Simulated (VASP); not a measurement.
# Ti (Fm-3m) in VASP: notebook, part 2 of 2

VASP 6.6.1.

### Step 4. Single point, LDA, collinear spin (18.89 Å³/atom)

Contents of INCAR:

```
SYSTEM = Ti
  ALGO = Normal
  EDIFF = 1E-6
  ENCUT = 520
  ISIF = 2
  ISMEAR = 0
  ISPIN = 2
  LASPH = .TRUE.
  LCHARG = .TRUE.
  LELF = .TRUE.
  LMAXMIX = 4
  LORBIT = 11
  LREAL = .FALSE.
  LVHAR = .TRUE.
  LWAVE = .FALSE.
  MAGMOM = 0.375
  NBANDS = 16
  NELM = 150
  NUPDOWN = 0.375
  PREC = Accurate
  SIGMA = 0.15
```

Contents of KPOINTS:

```
k-points
0
G
  22 22 22
  0 0 0
```

Contents of POSCAR:

```
Ti
1.0
    0.0000000000      2.1140031667      2.1140031667
    2.1140031667      0.0000000000      2.1140031667
    2.1140031667      2.1140031667      0.0000000000
Ti
1
Direct
    0.0000000000      0.0000000000      0.0000000000
```

Potentials or basis: VASP PAW LDA potentials, release 64 (Ti_sv).

The run is started by

```console
cat potpaw_LDA.64/Ti_sv/POTCAR > POTCAR
mpirun -np 1 vasp_std > vasp.out
```

OUTCAR:

```text
SYSTEM = Ti
   EDIFF = 1E-6
   ENCUT = 520
   ISIF = 2
   ISMEAR = 0
   ISPIN = 2
   LASPH = .TRUE.
   LORBIT = 11
   LREAL = .FALSE.
   NELM = 150
   NUPDOWN = 0.375
   PREC = Accurate

 ion  position               nearest neighbor table
   1  0.000  0.000  0.000-

  LATTYP: Found a face centered cubic cell.
 ALAT       =     4.2280063334

  Lattice vectors:

 A1 = (   0.0000000000,   2.1140031667,   2.1140031667)
 A2 = (   2.1140031667,   0.0000000000,   2.1140031667)
 A3 = (   2.1140031667,   2.1140031667,   0.0000000000)

Analysis of symmetry for initial positions (statically):
=====================================================================
 Subroutine PRICEL returns:
 Original cell was already a primitive cell.

 Routine SETGRP: Setting up the symmetry group for a
 face centered cubic supercell.

 Subroutine GETGRP returns: Found 48 space group operations
 (whereof 48 operations were pure point group operations)
 out of a pool of 48 trial point group operations.

The static configuration has the point symmetry O_h .

Analysis of symmetry for dynamics (positions and initial velocities):
=====================================================================
 Subroutine PRICEL returns:
 Original cell was already a primitive cell.

 Routine SETGRP: Setting up the symmetry group for a
 face centered cubic supercell.

 Subroutine GETGRP returns: Found 48 space group operations
 (whereof 48 operations were pure point group operations)
 out of a pool of 48 trial point group operations.

The dynamic configuration has the point symmetry O_h .

Analysis of structural, dynamic, and magnetic symmetry:
=====================================================================
 Subroutine PRICEL returns:
 Original cell was already a primitive cell.

 Routine SETGRP: Setting up the symmetry group for a
 face centered cubic supercell.

 Subroutine GETGRP returns: Found 48 space group operations
 (whereof 48 operations were pure point group operations)
 out of a pool of 48 trial point group operations.

The overall configuration has the point symmetry O_h .

 Subroutine INISYM returns: Found 48 space group operations
 (whereof 48 operations are pure point group operations),
 and found     1 'primitive' translations

----------------------------------------------------------------------------------------

                                     Primitive cell

  volume of cell :      18.8950

  direct lattice vectors                    reciprocal lattice vectors
     0.000000000  2.114003167  2.114003167    -0.236518094  0.236518094  0.236518094
     2.114003167  0.000000000  2.114003167     0.236518094 -0.236518094  0.236518094
     2.114003167  2.114003167  0.000000000     0.236518094  0.236518094 -0.236518094

  length of vectors
     2.989651949  2.989651949  2.989651949     0.409661356  0.409661356  0.409661356

  position of ions in fractional coordinates (direct lattice)
     0.000000000  0.000000000  0.000000000

  ion indices of the primitive-cell ions
[... 55 lines left out ...]
 [... further k-points ...]
   k-points           NKPTS =    328   k-points in BZ     NKDIM =    328   number of bands    NBANDS=     16
   number of dos      NEDOS =    301   number of ions     NIONS =      1
   total plane-waves  NPLWV =  13824
   dimension x,y,z NGX =    24 NGY =   24 NGZ =   24
   dimension x,y,z NGXF=    48 NGYF=   48 NGZF=   48
   ions per type =               1
   NGX,Y,Z   is equivalent  to a cutoff of  13.35, 13.35, 13.35 a.u.
   NGXF,Y,Z  is equivalent  to a cutoff of  26.69, 26.69, 26.69 a.u.
 SYSTEM =  Ti
   PREC   = accura    normal or accurate (medium, high low for compatibility)
   ISTART =      0    job   : 0-new  1-cont  2-samecut
   ICHARG =      2    charge: 1-file 2-atom 10-const
   ISPIN  =      2    spin polarized calculation?
   LNONCOLLINEAR =      F non collinear calculations
   LSORBIT =      F    spin-orbit coupling
   LASPH  =      T    aspherical Exc in radial PAW
   ENCUT  =  520.0 eV  38.22 Ry    6.18 a.u.   5.56  5.56  5.56*2*pi/ulx,y,z
   NELM   =    150;   NELMIN=  2; NELMDL= -5     # of ELM steps
   EDIFF  = 0.1E-05   stopping-criterion for ELM
   LREAL  =      F    real-space projection
   EDIFFG = 0.1E-04   stopping-criterion for IOM
   NSW    =      0    number of steps for IOM
   IBRION =     -1    ionic relax: 0-MD 1-quasi-New 2-CG
   NFREE  =      0    steps in history (QN), initial steepest desc. (CG)
   ISIF   =      2    stress and relaxation
   ISYM   =      2    0-nonsym 1-usesym 2-fastsym
   POTIM  = 0.5000    time-step for ionic-motion
   TEBEG  =    0.0;   TEEND  =   0.0 temperature during run
   PSTRESS=    0.0 pullay stress
   NELECT =      12.0000    total number of electrons
   NUPDOWN=       0.3750    fix difference up-down
   EMIN   =  10.00;   EMAX   =-10.00  energy-range for DOS
   EFERMI =   0.00;   METHOD = LEGACY
   ISMEAR =     0;   SIGMA  =   0.15  broadening in eV -4-tet -1-fermi 0-gaus
   EFERMI_NEDOS =   21; number of points for ismear=-14 and -15
   IALGO  =     38    algorithm
   IMIX   =      4    mixing-type and parameters
     AMIX     =   0.40;   BMIX     =  1.00
     AMIX_MAG =   1.60;   BMIX_MAG =  1.00
  volume/ion in A,a.u.               =      18.89       127.51
  Fermi-wavevector in a.u.,A,eV,Ry     =   1.407191  2.659205 26.942061  1.980186
  Thomas-Fermi vector in A             =   2.529475
   LORBIT       =     11    0 simple, 1 ext, 2 COOP (PROOUT), +10 PAW based schemes
   GGA     = CA    functional components
   LHFCALC =     F    Hartree Fock is set to
   AEXX    =    0.0000 exact exchange contribution
   IVDW    =     0    specifies the selected vdW correction
   LEPSILON=     F    determine dielectric tensor
   LRPA    =     F    only Hartree local field effects (RPA)
 spin polarized calculation
 Gauss-broadening in eV      SIGMA  =   0.15
  energy-cutoff  :      520.00
  volume of cell :       18.89
 maximum number of plane-waves:       532
   NGX = 11   NGY = 11   NGZ = 11

 number of electron      12.0000001 magnetization       0.3750000

 Free energy of the ion-electron system (eV)
  ---------------------------------------------------
  ext. energy  EPLUGINS =         0.00000000
  ---------------------------------------------------
  free energy    TOTEN  =        -8.34097636 eV

  energy without entropy =       -8.31918944  energy(sigma->0) =       -8.33008290

 E-fermi :   7.0498     XC(G=0): -11.3840

 val. band max:        7.2035034531   @ k =  -0.3182   0.2273   0.0909
 cond. band min:       7.0508681011   @ k =  -0.3182   0.1364   0.0000
 fundamental gap:     -0.1526353520
 Fermi energy:         7.2037872496

 spin component 1

 k-point     1 :       0.0000    0.0000    0.0000
  band No.  band energies     occupation
      1     -49.1363      1.00000
      2     -25.4533      1.00000
      3     -25.4533      1.00000
      4     -25.4533      1.00000
      5       1.1952      1.00000
      6       7.7972      0.00000
[... 435 lines left out ...]
      5       4.6299      1.00000
      6       7.4006      0.03178
[... 8 lines left out ...]
     15      28.1659      0.00000
     16      28.3714      0.00000

 [... further k-points ...]

 spin component 2

 k-point     1 :       0.0000    0.0000    0.0000
  band No.  band energies     occupation
      1     -48.9247      1.00000
      2     -25.2422      1.00000
      3     -25.2422      1.00000
      4     -25.2422      1.00000
      5       1.4183      1.00000
      6       8.0364      0.00000
[... 435 lines left out ...]
      5       4.8709      1.00000
      6       7.6074      0.00000
[... 8 lines left out ...]
     15      28.3727      0.00000
     16      28.5798      0.00000

 [... further k-points ...]

------------------------ aborting loop because EDIFF is reached ----------------------------------------

  FORCE on cell =-STRESS in cart. coord.  units (eV):
  Direction    XX          YY          ZZ          XY          YZ          ZX
  --------------------------------------------------------------------------------------
  -------------------------------------------------------------------------------------
  Total       -1.7390621     -1.7390621     -1.7390621      0.0000000     -0.0000000     -0.0000000
  in kB     -147.4615418   -147.4615418   -147.4615418      0.0000000     -0.0000000     -0.0000000
  external PRESSURE =    -147.4615418 kB  Pullay stress =       0.0000000 kB

 VOLUME and BASIS-vectors are now :
 -----------------------------------------------------------------------------
  energy-cutoff  :      520.00
  volume of cell :       18.89
      direct lattice vectors                 reciprocal lattice vectors
     0.000000000  2.114003167  2.114003167    -0.236518094  0.236518094  0.236518094
     2.114003167  0.000000000  2.114003167     0.236518094 -0.236518094  0.236518094
     2.114003167  2.114003167  0.000000000     0.236518094  0.236518094 -0.236518094

 POSITION                                       TOTAL-FORCE (eV/Angst)
 -----------------------------------------------------------------------------------
      0.00000      0.00000      0.00000         0.000000      0.000000      0.000000
 -----------------------------------------------------------------------------------
    total drift:                               -0.000000      0.000000      0.000000

  FREE ENERGIE OF THE ION-ELECTRON SYSTEM (eV)
  ---------------------------------------------------
  free  energy   TOTEN  =        -8.3409763574 eV

  energy  without entropy=       -8.3191894406  energy(sigma->0) =       -8.33008290

 total charge

# of ion       s       p       d       tot
------------------------------------------
    1        2.235   6.099   1.861  10.195

 magnetization (x)

# of ion       s       p       d       tot
------------------------------------------
    1        0.002   0.023   0.228   0.254
```

stdout:

```text
POSCAR found type information on POSCAR Ti
 POSCAR found :  1 types and       1 ions
 scaLAPACK will be used
 LDA part: xc-table for (Slater(with rela. corr.)+CA(PZ))
 , standard interpolation
 POSCAR, INCAR and KPOINTS ok, starting setup
 FFT: planning ... GRIDC
 FFT: planning ... GRID_SOFT
 FFT: planning ... GRID
 WAVECAR not read
 entering main loop
```

Run time: 2.6 min. Hardware: 1 thread of Intel Xeon 8259CL, shared host; peak memory 0.25 GiB.

What came out:

```
Free energy                                           : -8.3410 eV
Pressure                                              : -14.7 GPa
Net moment                                            : 0.38 μB per cell
Site moments                                          : Ti +0.25 μB
Valence electrons inside the program's atomic spheres : Ti 10.20
```

Caveat: the cell stands under tension; the total moment is fixed, so each spin has its own Fermi level.

### Step 5. The runs side by side

| fixed moment (μB) | pressure (GPa) | moment (μB) |
| --- | --- | --- |
| 0.5 | -14.5 | 0.50 |
| 1.0 | -12.8 | 1.00 |
| 0.375 | -14.7 | 0.38 |

Alike in all rows: task single point; level LDA; potentials or basis VASP PAW LDA potentials, release 64 (Ti_sv); spin collinear; cell as given; k mesh 22 × 22 × 22; cutoff (eV) 520; smearing gaussian 0.15 eV.

Caveats: the cell stands under tension; the total moment is fixed, so each spin has its own Fermi level.

Total energies depend on the potentials used, so only differences within one code and one set of settings carry meaning.
